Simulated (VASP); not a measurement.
# Hf (P6_3/mmc) in VASP: density of states with LDA

Aim: the density of states of Hf with LDA.

Program: VASP 6.6.1. These are calculated values, not measurements. Logs are shortened: lines on timing, memory, paths and dates and some standing lists are left out, and cuts for length are marked.

**1. The cell of the first run**

It takes space group P6_3/mmc (No. 194, hexagonal). The conventional cell has a = 3.197 Å, b = 3.197 Å, c = 5.058 Å, α = 90.00°, β = 90.00°, γ = 120.00°. Within 4.1 Å of Hf (site symmetry -6m2) lie 12 Hf at 3.13 to 3.20 Å.

**2. Density of states, LDA, collinear spin, ferromagnetic start**

POSCAR reads:

```
Hf
1.0
    3.1967000000      0.0000000000      0.0000000000
   -1.5983500000      2.7684234083      0.0000000000
    0.0000000000      0.0000000000      5.0578000000
Hf
2
Direct
    0.3333333333      0.6666666667      0.2500000000
    0.6666666667      0.3333333333      0.7500000000
```

INCAR.step1 reads:

```
SYSTEM = Hf
PREC     = Accurate       ! precision mode
ENCUT    = 520            ! plane-wave cutoff, eV
EDIFF    = 1E-6           ! SCF threshold, eV
ISMEAR   = -1             ! smearing method
SIGMA    = 0.05           ! smearing width, eV
LREAL    = .FALSE.        ! projectors in reciprocal space
LASPH    = .TRUE.         ! aspherical terms in the spheres
NELM     = 150            ! most SCF steps
ALGO     = Normal         ! electronic algorithm
ISIF     = 2              ! what is computed and relaxed
LWAVE    = .FALSE.        ! write WAVECAR
LCHARG   = .TRUE.         ! write CHGCAR
ISPIN    = 2              ! spin polarisation
MAGMOM   = 0.6 0.6        ! initial moments
LMAXMIX  = 4              ! l up to which the mixer works
GGA      = CA             ! functional
NBANDS   = 21             ! bands
```

KPOINTS.step1 reads:

```
regular mesh
0
G
  12 12 7
  0 0 0
```

INCAR.step2 reads:

```
SYSTEM = Hf
PREC     = Accurate       ! precision mode
ENCUT    = 520            ! plane-wave cutoff, eV
EDIFF    = 1E-6           ! SCF threshold, eV
ISMEAR   = -5             ! smearing method
SIGMA    = 0.05           ! smearing width, eV
LREAL    = .FALSE.        ! projectors in reciprocal space
LASPH    = .TRUE.         ! aspherical terms in the spheres
NELM     = 150            ! most SCF steps
ALGO     = Normal         ! electronic algorithm
ISIF     = 2              ! what is computed and relaxed
LWAVE    = .FALSE.        ! write WAVECAR
LCHARG   = .FALSE.        ! write CHGCAR
ISPIN    = 2              ! spin polarisation
MAGMOM   = 0.6 0.6        ! initial moments
LORBIT   = 10             ! projections on sites
LMAXMIX  = 4              ! l up to which the mixer works
GGA      = CA             ! functional
NBANDS   = 21             ! bands
NEDOS    = 2001           ! points of the DOS
ICHARG   = 11             ! starting density
```

KPOINTS.step2 reads:

```
regular mesh
0
G
  18 18 11
  0 0 0
```

Potentials or basis: VASP PAW LDA potentials, release 64 (Hf_pv).

The run is started by

```sh
> cat potpaw_LDA.64/Hf_pv/POTCAR > POTCAR
> cp INCAR.step1 INCAR
> cp KPOINTS.step1 KPOINTS
> mpirun -np 1 vasp_std > vasp.out
> cp INCAR.step2 INCAR
> cp KPOINTS.step2 KPOINTS
> mpirun -np 1 vasp_std > vasp.out
```

OUTCAR:

```text
SYSTEM = Hf
   PREC = Accurate
   ENCUT = 520
   EDIFF = 1E-6
   ISMEAR = -5
   LREAL = .FALSE.
   LASPH = .TRUE.
   NELM = 150
   ISIF = 2
   ISPIN = 2
   LORBIT = 10
   GGA = CA
   ICHARG = 11

 ion  position               nearest neighbor table
   1  0.333  0.667  0.250-   2 3.13   2 3.13   2 3.13   2 3.13   2 3.13   2 3.13
   2  0.667  0.333  0.750-   1 3.13   1 3.13   1 3.13   1 3.13   1 3.13   1 3.13

  LATTYP: Found a hexagonal cell.
 ALAT       =     3.1967000000
 C/A-ratio  =     1.5821941377

  Lattice vectors:

 A1 = (   3.1967000000,   0.0000000000,   0.0000000000)
 A2 = (  -1.5983500000,   2.7684234083,   0.0000000000)
 A3 = (   0.0000000000,   0.0000000000,   5.0578000000)

Analysis of symmetry for initial positions (statically):
=====================================================================
 Subroutine PRICEL returns:
 Original cell was already a primitive cell.

 Routine SETGRP: Setting up the symmetry group for a
 hexagonal supercell.

 Subroutine GETGRP returns: Found 24 space group operations
 (whereof 12 operations were pure point group operations)
 out of a pool of 24 trial point group operations.

The static configuration has the point symmetry D_3d.
 The point group associated with its full space group is D_6h.

Analysis of symmetry for dynamics (positions and initial velocities):
=====================================================================
 Subroutine PRICEL returns:
 Original cell was already a primitive cell.

 Routine SETGRP: Setting up the symmetry group for a
 hexagonal supercell.

 Subroutine GETGRP returns: Found 24 space group operations
 (whereof 12 operations were pure point group operations)
 out of a pool of 24 trial point group operations.

The dynamic configuration has the point symmetry D_3d.
 The point group associated with its full space group is D_6h.

Analysis of structural, dynamic, and magnetic symmetry:
=====================================================================
 Subroutine PRICEL returns:
 Original cell was already a primitive cell.

 Routine SETGRP: Setting up the symmetry group for a
 hexagonal supercell.

 Subroutine GETGRP returns: Found 24 space group operations
 (whereof 12 operations were pure point group operations)
 out of a pool of 24 trial point group operations.

The overall configuration has the point symmetry D_3d.
 The point group associated with its full space group is D_6h.

 Subroutine INISYM returns: Found 24 space group operations
 (whereof 12 operations are pure point group operations),
 and found     1 'primitive' translations

[... 120 lines left out ...]
   LORBIT       =     10    0 simple, 1 ext, 2 COOP (PROOUT), +10 PAW based schemes
   GGA     = CA    functional components
   LHFCALC =     F    Hartree Fock is set to
   AEXX    =    0.0000 exact exchange contribution
   IVDW    =     0    specifies the selected vdW correction
   LEPSILON=     F    determine dielectric tensor
   LRPA    =     F    only Hartree local field effects (RPA)
 spin polarized calculation
 Fermi weights with tetrahedron method with Bloechl corrections
  energy-cutoff  :      520.00
  volume of cell :       44.76
 maximum number of plane-waves:      1224
 NGX is ok and might be reduce to    24

 number of electron      20.0000004 magnetization      -0.0003625

 Free energy of the ion-electron system (eV)
  ---------------------------------------------------
  ext. energy  EPLUGINS =         0.00000000
  ---------------------------------------------------
  free energy    TOTEN  =       -21.31355164 eV

  energy without entropy =      -21.31355164  energy(sigma->0) =      -21.31355164

 E-fermi :   4.8037     XC(G=0): -11.4695

 val. band max:        4.8289563232   @ k =   0.0000   0.0000   0.4545
 cond. band min:       4.7830224949   @ k =   0.3333   0.1667   0.3636
 fundamental gap:     -0.0459338283
 Fermi energy:         4.8036654458

 spin component 1

 k-point     1 :       0.0000    0.0000    0.0000
  band No.  band energies     occupation
      1     -26.1518      1.00000
      2     -25.3962      1.00000
      3     -25.3962      1.00000
      4     -25.2669      1.00000
      5     -25.2655      1.00000
      6     -25.2655      1.00000
[... 565 lines left out ...]
     20      13.6060      0.00000
     21      16.0617      0.00000

 [... further k-points ...]

 spin component 2

 k-point     1 :       0.0000    0.0000    0.0000
  band No.  band energies     occupation
      1     -26.1520      1.00000
      2     -25.3964      1.00000
      3     -25.3964      1.00000
      4     -25.2670      1.00000
      5     -25.2656      1.00000
      6     -25.2656      1.00000
[... 565 lines left out ...]
     20      13.6058      0.00000
     21      16.0614      0.00000

 [... further k-points ...]

------------------------ aborting loop because EDIFF is reached ----------------------------------------

  FORCE on cell =-STRESS in cart. coord.  units (eV):
  Direction    XX          YY          ZZ          XY          YZ          ZX
  --------------------------------------------------------------------------------------
  -------------------------------------------------------------------------------------
  Total       -2.1512382     -2.1512382     -2.1189600      0.0000000      0.0000000      0.0000000
  in kB      -77.0021845    -77.0021845    -75.8468064      0.0000000      0.0000000      0.0000000
  external PRESSURE =     -76.6170584 kB  Pullay stress =       0.0000000 kB

 VOLUME and BASIS-vectors are now :
 -----------------------------------------------------------------------------
  energy-cutoff  :      520.00
  volume of cell :       44.76
      direct lattice vectors                 reciprocal lattice vectors
     3.196700000  0.000000000  0.000000000     0.312822598  0.180608211  0.000000000
    -1.598350000  2.768423408  0.000000000     0.000000000  0.361216423  0.000000000
     0.000000000  0.000000000  5.057800000     0.000000000  0.000000000  0.197714421

 POSITION                                       TOTAL-FORCE (eV/Angst)
 -----------------------------------------------------------------------------------
     -0.00000      1.84562      1.26445         0.000000      0.000000      0.000000
      1.59835      0.92281      3.79335        -0.000000     -0.000000      0.000000
 -----------------------------------------------------------------------------------
    total drift:                               -0.000000      0.000000     -0.000000

  FREE ENERGIE OF THE ION-ELECTRON SYSTEM (eV)
  ---------------------------------------------------
  free  energy   TOTEN  =       -21.3135516401 eV

  energy  without entropy=      -21.3135516401  energy(sigma->0) =      -21.31355164

 total charge

# of ion       s       p       d       tot
------------------------------------------
    1        0.397   6.377   1.581   8.354
    2        0.397   6.377   1.581   8.354
--------------------------------------------------
tot          0.793  12.754   3.161  16.708

 magnetization (x)

# of ion       s       p       d       tot
------------------------------------------
    1        0.000  -0.000  -0.000  -0.000
    2        0.000  -0.000  -0.000  -0.000
--------------------------------------------------
tot          0.000  -0.000  -0.000  -0.000
```

OUTCAR.step1:

```text
SYSTEM = Hf
   PREC = Accurate
   ENCUT = 520
   EDIFF = 1E-6
   ISMEAR = -1
   LREAL = .FALSE.
[... 1401 lines left out ...]
     -0.00000      1.84562      1.26445         0.000000     -0.000000      0.000000
      1.59835      0.92281      3.79335        -0.000000      0.000000      0.000000
 -----------------------------------------------------------------------------------
    total drift:                               -0.000000      0.000000     -0.000000

  FREE ENERGIE OF THE ION-ELECTRON SYSTEM (eV)
  ---------------------------------------------------
  free  energy   TOTEN  =       -21.3188065024 eV

  energy  without entropy=      -21.3044950867  energy(sigma->0) =      -21.31165079
```

It took 2 min on 1 thread of Intel Xeon 6975P-C (Granite Rapids), shared host; peak memory 0.38 GiB.

Results:

```
Net moment                                            : 0.00 μB per cell
Valence electrons inside the program's atomic spheres : Hf 8.35
```

Caveat: spin-orbit coupling is left out, which moves the levels of the heavy elements; tetrahedron occupations give inexact forces and stress in metals.
